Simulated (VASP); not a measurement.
# SiC (P6_3mc) in VASP: notebook

SiC is run at these levels: PBE; tasks: single point.

Everything below comes from runs of VASP 6.6.1. Logs are shortened: lines on timing, memory, paths and dates and some standing lists are left out, and cuts for length are marked.

### 1 The cell of the first run

It takes space group P6_3mc (No. 186, hexagonal). The conventional cell has a = 3.092 Å, b = 3.092 Å, c = 5.074 Å, α = 90.00°, β = 90.00°, γ = 120.00°. Si (site symmetry 3m) has 4 C at 1.89 to 1.91 Å within 2.5 Å. C (site symmetry 3m) has 4 Si at 1.89 to 1.91 Å within 2.5 Å.

### 2 Single point, PBE

INCAR reads:

```
  PREC = Accurate
  ENCUT = 520
  EDIFF = 1E-6
  ISMEAR = 0
  SIGMA = 0.01
  LREAL = Auto
  LASPH = T
  NELM = 80
  ALGO = Normal
  ISIF = 2
  LWAVE = F
  LCHARG = F
  GGA = PE
  NBANDS = 126
```

KPOINTS reads:

```
regular mesh
0
Gamma
  3 3 3
```

POSCAR reads:

```
SiC
1.0
   -6.1838730361      0.0000000000     -5.0742922873
    3.0919365181      5.3553911431     -5.0742922873
    3.0919365181     -5.3553911431     -5.0742922873
Si C
24 24
Direct
    0.6668060976      0.3334727643      0.5001394310
    0.3334727643      0.0001394310      0.1668060976
    0.5001394310      0.1668060976      0.8334727643
    0.0001394310      0.1668060976      0.3334727643
    0.5001394310      0.6668060976      0.3334727643
    0.1668060976      0.3334727643      0.0001394310
    0.8334727643      0.0001394310      0.6668060976
    0.6668060976      0.8334727643      0.0001394310
    0.3334727643      0.5001394310      0.6668060976
    0.1668060976      0.8334727643      0.5001394310
    0.8334727643      0.5001394310      0.1668060976
    0.0001394310      0.6668060976      0.8334727643
    0.3334727643      0.1668060976      0.5001394310
    0.0001394310      0.8334727643      0.1668060976
    0.1668060976      0.0001394310      0.8334727643
    0.6668060976      0.0001394310      0.3334727643
    0.1668060976      0.5001394310      0.3334727643
    0.8334727643      0.1668060976      0.0001394310
    0.5001394310      0.8334727643      0.6668060976
    0.3334727643      0.6668060976      0.0001394310
    0.0001394310      0.3334727643      0.6668060976
    0.8334727643      0.6668060976      0.5001394310
    0.5001394310      0.3334727643      0.1668060976
    0.6668060976      0.5001394310      0.8334727643
    0.5415272357      0.2081939024      0.3748605690
    0.2081939024      0.8748605690      0.0415272357
    0.3748605690      0.0415272357      0.7081939024
    0.8748605690      0.0415272357      0.2081939024
    0.3748605690      0.5415272357      0.2081939024
    0.0415272357      0.2081939024      0.8748605690
    0.7081939024      0.8748605690      0.5415272357
    0.5415272357      0.7081939024      0.8748605690
    0.2081939024      0.3748605690      0.5415272357
    0.0415272357      0.7081939024      0.3748605690
    0.7081939024      0.3748605690      0.0415272357
    0.8748605690      0.5415272357      0.7081939024
    0.5415272357      0.3748605690      0.7081939024
    0.2081939024      0.0415272357      0.3748605690
    0.3748605690      0.2081939024      0.0415272357
    0.8748605690      0.2081939024      0.5415272357
    0.3748605690      0.7081939024      0.5415272357
    0.0415272357      0.3748605690      0.2081939024
    0.7081939024      0.0415272357      0.8748605690
    0.5415272357      0.8748605690      0.2081939024
    0.2081939024      0.5415272357      0.8748605690
    0.0415272357      0.8748605690      0.7081939024
    0.7081939024      0.5415272357      0.3748605690
    0.8748605690      0.7081939024      0.0415272357
```

Potentials or basis: VASP PAW PBE potentials, release 64 (Si, C).

Launch:

```sh
cat potpaw_PBE.64/Si/POTCAR potpaw_PBE.64/C/POTCAR > POTCAR
mpirun -np 1 vasp_std > vasp.out
```

OUTCAR:

```text
PREC = Accurate
   ENCUT = 520
   EDIFF = 1E-6
   ISMEAR = 0
   LREAL = Auto
   LASPH = T
   NELM = 80
   ISIF = 2
   GGA = PE

 ion  position               nearest neighbor table
   1  0.667  0.333  0.500-  40 1.89  37 1.89  47 1.89  25 1.91   9 3.09   3 3.09   7 3.09   5 3.09
                             4 3.09  11 3.09  13 3.10  22 3.10  16 3.10  24 3.10  21 3.10  23 3.10
   2  0.333  0.000  0.167-  38 1.89  39 1.89  44 1.89  26 1.91   4 3.09   8 3.09   6 3.09   3 3.09
                             5 3.09  10 3.09  14 3.10  16 3.10  23 3.10  15 3.10  20 3.10  13 3.10
   3  0.500  0.167  0.833-  43 1.89  37 1.89  39 1.89  27 1.91   7 3.09   1 3.09   2 3.09   8 3.09
                             6 3.09   9 3.09  18 3.10  13 3.10  19 3.10  23 3.10  15 3.10  24 3.10
   4  0.000  0.167  0.333-  38 1.89  42 1.89  40 1.89  28 1.91   2 3.09   6 3.09   7 3.09  10 3.09
                             1 3.09  11 3.09  13 3.10  18 3.10  14 3.10  21 3.10  16 3.10  17 3.10
   5  0.500  0.667  0.333-  47 1.89  44 1.89  41 1.89  29 1.91  11 3.09   8 3.09   9 3.09   1 3.09
                            10 3.09   2 3.09  22 3.10  20 3.10  19 3.10  23 3.10  17 3.10  16 3.10
   6  0.167  0.333  0.000-  39 1.89  42 1.89  45 1.89  30 1.91  11 3.09   4 3.09   2 3.09  12 3.09
                             3 3.09   9 3.09  18 3.10  20 3.10  15 3.10  17 3.10  23 3.10  21 3.10
   7  0.833  0.000  0.667-  43 1.89  40 1.89  46 1.89  31 1.91   3 3.09  10 3.09   1 3.09   4 3.09
                             8 3.09  12 3.09  19 3.10  15 3.10  21 3.10  16 3.10  18 3.10  22 3.10
   8  0.667  0.833  0.000-  48 1.89  44 1.89  43 1.89  32 1.91   2 3.09   5 3.09  11 3.09   3 3.09
                            12 3.09   7 3.09  20 3.10  18 3.10  16 3.10  24 3.10  14 3.10  19 3.10
   9  0.333  0.500  0.667-  45 1.89  41 1.89  37 1.89  33 1.91  12 3.09   1 3.09  10 3.09   5 3.09
[... 53 lines left out ...]
  47  0.708  0.542  0.375-   5 1.89  11 1.89   1 1.89  22 1.91
  48  0.875  0.708  0.042-   8 1.89  11 1.89  12 1.89  14 1.91

  LATTYP: Found a trigonal (rhomboedric) cell.
 ALAT       =     7.9992954654
 COS(alpha) =     0.1035854215

  Lattice vectors:

 A1 = (  -6.1838730361,   0.0000000000,  -5.0742922873)
 A2 = (   3.0919365181,   5.3553911431,  -5.0742922873)
 A3 = (   3.0919365181,  -5.3553911431,  -5.0742922873)

Analysis of symmetry for initial positions (statically):
=====================================================================
 Subroutine PRICEL returns following result:

  LATTYP: Found a hexagonal cell.
 ALAT       =     3.0919365178
 C/A-ratio  =     1.6411372802

  Lattice vectors:

 A1 = (  -1.5459682584,  -2.6776955715,   0.0000000000)
 A2 = (  -1.5459682584,   2.6776955716,   0.0000000000)
 A3 = (   0.0000000013,   0.0000000000,  -5.0742922873)

  12 primitive cells build up your supercell.

 Routine SETGRP: Setting up the symmetry group for a
 trigonal (rhombohedral) supercell.

 Subroutine GETGRP returns: Found  6 space group operations
 (whereof  3 operations were pure point group operations)
 out of a pool of 12 trial point group operations.

The static configuration has the point symmetry C_3 .
 The point group associated with its full space group is C_3v.

Analysis of symmetry for dynamics (positions and initial velocities):
=====================================================================
 Subroutine PRICEL returns following result:

  LATTYP: Found a hexagonal cell.
 ALAT       =     3.0919365178
 C/A-ratio  =     1.6411372802

  Lattice vectors:

 A1 = (  -1.5459682584,  -2.6776955715,   0.0000000000)
 A2 = (  -1.5459682584,   2.6776955716,   0.0000000000)
 A3 = (   0.0000000013,   0.0000000000,  -5.0742922873)

  12 primitive cells build up your supercell.

 Routine SETGRP: Setting up the symmetry group for a
 trigonal (rhombohedral) supercell.

 Subroutine GETGRP returns: Found  6 space group operations
 (whereof  3 operations were pure point group operations)
 out of a pool of 12 trial point group operations.

The dynamic configuration has the point symmetry C_3 .
 The point group associated with its full space group is C_3v.

 Subroutine INISYM returns: Found  6 space group operations
 (whereof  3 operations are pure point group operations),
 and found    12 'primitive' translations

[... 24 lines left out ...]
                 3          25
                 4          37

----------------------------------------------------------------------------------------

 KPOINTS: regular mesh

Automatic generation of k-mesh.
 Grid dimensions read from file:
 generate k-points for:    3    3    3

 Generating k-lattice:

  Cartesian coordinates                     Fractional coordinates (reciprocal lattice)
    -0.035935767  0.000000000 -0.021896869     0.333333333  0.000000000  0.000000000
     0.017967884  0.031121287 -0.021896869     0.000000000  0.333333333  0.000000000
     0.017967884 -0.031121287 -0.021896869     0.000000000  0.000000000  0.333333333

  Length of vectors
     0.042081495  0.042081495  0.042081495

  Shift w.r.t. Gamma in fractional coordinates (k-lattice)
     0.000000000  0.000000000  0.000000000

 Subroutine IBZKPT returns following result:
 ===========================================

 Found      6 irreducible k-points:

 Following reciprocal coordinates:
            Coordinates               Weight
  0.000000  0.000000  0.000000      1.000000
  0.333333  0.000000  0.000000      6.000000
  0.333333  0.333333  0.000000      6.000000
 -0.333333  0.333333  0.000000      6.000000
  0.333333  0.333333  0.333333      2.000000
 -0.333333  0.333333  0.333333      6.000000
   k-points           NKPTS =      6   k-points in BZ     NKDIM =      6   number of bands    NBANDS=    126
   number of dos      NEDOS =    301   number of ions     NIONS =     48
   total plane-waves  NPLWV = 216000
   dimension x,y,z NGX =    60 NGY =   60 NGZ =   60
   dimension x,y,z NGXF=   120 NGYF=  120 NGZF=  120
   ions per type =              24  24
   NGX,Y,Z   is equivalent  to a cutoff of  12.47, 12.47, 12.47 a.u.
   NGXF,Y,Z  is equivalent  to a cutoff of  24.94, 24.94, 24.94 a.u.
 SYSTEM =  unknown system
   PREC   = accura    normal or accurate (medium, high low for compatibility)
   ISTART =      0    job   : 0-new  1-cont  2-samecut
   ICHARG =      2    charge: 1-file 2-atom 10-const
   ISPIN  =      1    spin polarized calculation?
   LNONCOLLINEAR =      F non collinear calculations
   LSORBIT =      F    spin-orbit coupling
   LASPH  =      T    aspherical Exc in radial PAW
   ENCUT  =  520.0 eV  38.22 Ry    6.18 a.u.  14.87 14.87 14.87*2*pi/ulx,y,z
   NELM   =     80;   NELMIN=  2; NELMDL= -5     # of ELM steps
   EDIFF  = 0.1E-05   stopping-criterion for ELM
   LREAL  =      T    real-space projection
   EDIFFG = 0.1E-04   stopping-criterion for IOM
   NSW    =      0    number of steps for IOM
   IBRION =     -1    ionic relax: 0-MD 1-quasi-New 2-CG
   NFREE  =      0    steps in history (QN), initial steepest desc. (CG)
   ISIF   =      2    stress and relaxation
   ISYM   =      2    0-nonsym 1-usesym 2-fastsym
   POTIM  = 0.5000    time-step for ionic-motion
   TEBEG  =    0.0;   TEEND  =   0.0 temperature during run
   PSTRESS=    0.0 pullay stress
   NELECT =     192.0000    total number of electrons
   NUPDOWN=      -1.0000    fix difference up-down
   EMIN   =  10.00;   EMAX   =-10.00  energy-range for DOS
   EFERMI =   0.00;   METHOD = LEGACY
   ISMEAR =     0;   SIGMA  =   0.01  broadening in eV -4-tet -1-fermi 0-gaus
   EFERMI_NEDOS =   21; number of points for ismear=-14 and -15
   IALGO  =     38    algorithm
   IMIX   =      4    mixing-type and parameters
     AMIX     =   0.40;   BMIX     =  1.00
     AMIX_MAG =   1.60;   BMIX_MAG =  1.00
  volume/ion in A,a.u.               =      10.50        70.88
  Fermi-wavevector in a.u.,A,eV,Ry     =   1.186658  2.242459 19.159157  1.408158
  Thomas-Fermi vector in A             =   2.322826
   LORBIT       =      0    0 simple, 1 ext, 2 COOP (PROOUT), +10 PAW based schemes
   GGA     = PE    functional components
   LHFCALC =     F    Hartree Fock is set to
   AEXX    =    0.0000 exact exchange contribution
   IVDW    =     0    specifies the selected vdW correction
   LEPSILON=     F    determine dielectric tensor
   LRPA    =     F    only Hartree local field effects (RPA)
 non-spin polarized calculation
 Gauss-broadening in eV      SIGMA  =   0.01
  energy-cutoff  :      520.00
  volume of cell :      504.14
 maximum number of plane-waves:     13618
   NGX = 29   NGY = 29   NGZ = 29

 number of electron     191.9999977 magnetization

 Free energy of the ion-electron system (eV)
  ---------------------------------------------------
  ext. energy  EPLUGINS =         0.00000000
  ---------------------------------------------------
  free energy    TOTEN  =      -361.33955552 eV

  energy without entropy =     -361.33955552  energy(sigma->0) =     -361.33955552

 E-fermi :   8.1974     XC(G=0): -11.2826

 val. band max:        8.0840383312   @ k =   0.0000   0.0000   0.0000
 cond. band min:      10.3873042968   @ k =   0.3333   0.3333   0.3333
 fundamental gap:      2.3032659656
 Fermi energy:         8.1973768437

 k-point     1 :       0.0000    0.0000    0.0000
  band No.  band energies     occupation
      1      -7.3616      2.00000
      2      -5.4607      2.00000
      3      -5.4607      2.00000
      4      -5.4607      2.00000
      5      -5.4607      2.00000
      6      -5.4607      2.00000
[... 655 lines left out ...]
    107      12.3008      0.00000
    108      12.3008      0.00000
 [bands above 108 left out]

------------------------ aborting loop because EDIFF is reached ----------------------------------------

  FORCE on cell =-STRESS in cart. coord.  units (eV):
  Direction    XX          YY          ZZ          XY          YZ          ZX
  --------------------------------------------------------------------------------------
  -------------------------------------------------------------------------------------
  Total        0.0001445      0.0001445     -0.1012448      0.0000000      0.0000000      0.0000000
  in kB        0.0004592      0.0004592     -0.3217620      0.0000000      0.0000000      0.0000000
  external PRESSURE =      -0.1069478 kB  Pullay stress =       0.0000000 kB

 VOLUME and BASIS-vectors are now :
 -----------------------------------------------------------------------------
  energy-cutoff  :      520.00
  volume of cell :      504.14
      direct lattice vectors                 reciprocal lattice vectors
    -6.183873036  0.000000000 -5.074292287    -0.107807302  0.000000000 -0.065690606
     3.091936518  5.355391143 -5.074292287     0.053903651  0.093363862 -0.065690606
     3.091936518 -5.355391143 -5.074292287     0.053903651 -0.093363862 -0.065690606

 POSITION                                       TOTAL-FORCE (eV/Angst)
 -----------------------------------------------------------------------------------
     -1.54597     -0.89257     -7.61356        -0.000000      0.000000      0.004036
     -1.54597     -0.89257     -2.53927        -0.000000      0.000000      0.004036
     -0.00000     -3.57026     -7.61356        -0.000000      0.000000      0.004036
      1.54597     -0.89257     -2.53927        -0.000000      0.000000      0.004036
     -0.00000      1.78513     -7.61356        -0.000000      0.000000      0.004036
      0.00000      1.78513     -2.53927        -0.000000      0.000000      0.004036
[... 40 lines left out ...]
     -1.54597      0.89257     -8.24360         0.000000      0.000000     -0.004036
     -3.09194      3.57026     -8.24360         0.000000      0.000000     -0.004036
 -----------------------------------------------------------------------------------
    total drift:                                0.000004     -0.000001     -0.242064

  FREE ENERGIE OF THE ION-ELECTRON SYSTEM (eV)
  ---------------------------------------------------
  free  energy   TOTEN  =      -361.3395555209 eV

  energy  without entropy=     -361.3395555209  energy(sigma->0) =     -361.33955552
```

It took 10 min on 1 thread of Intel Xeon Platinum 8375C at 2.90GHz (Ice Lake), shared host; peak memory 0.6 GiB.

Results:

```yaml
Free_energy: -361.3396 eV
Pressure: 0.0 GPa
Largest_force: 0.004 eV/Å
Band_gap_on_the_k_mesh: 2.30 eV
```

Forces on the atoms (eV/Å):
```
Si   0.000  0.000  0.004
Si   0.000  0.000  0.004
Si   0.000  0.000  0.004
Si   0.000  0.000  0.004
Si   0.000  0.000  0.004
Si   0.000  0.000  0.004
Si   0.000  0.000  0.004
Si   0.000  0.000  0.004
Si   0.000  0.000  0.004
Si   0.000  0.000  0.004
Si   0.000  0.000  0.004
Si   0.000  0.000  0.004
Si   0.000  0.000  0.004
Si   0.000  0.000  0.004
Si   0.000  0.000  0.004
Si   0.000  0.000  0.004
Si   0.000  0.000  0.004
Si   0.000  0.000  0.004
Si   0.000  0.000  0.004
Si   0.000  0.000  0.004
Si   0.000  0.000  0.004
Si   0.000  0.000  0.004
Si   0.000  0.000  0.004
Si   0.000  0.000  0.004
C    0.000  0.000 -0.004
C    0.000  0.000 -0.004
C    0.000  0.000 -0.004
C    0.000  0.000 -0.004
C    0.000  0.000 -0.004
C    0.000  0.000 -0.004
C    0.000  0.000 -0.004
C    0.000  0.000 -0.004
C    0.000  0.000 -0.004
C    0.000  0.000 -0.004
C    0.000  0.000 -0.004
C    0.000  0.000 -0.004
C    0.000  0.000 -0.004
C    0.000  0.000 -0.004
C    0.000  0.000 -0.004
C    0.000  0.000 -0.004
C    0.000  0.000 -0.004
C    0.000  0.000 -0.004
C    0.000  0.000 -0.004
C    0.000  0.000 -0.004
C    0.000  0.000 -0.004
C    0.000  0.000 -0.004
C    0.000  0.000 -0.004
C    0.000  0.000 -0.004
```

Levels at points of the mesh, in eV from the valence-band top:
```csv
k point,band 94,band 95,band 96,band 97,band 98,band 99
"(0.00, 0.00, 0.00)",-0.11,0.00,0.00,2.75,2.75,2.75
```

(Continued in part 2 of 2.)
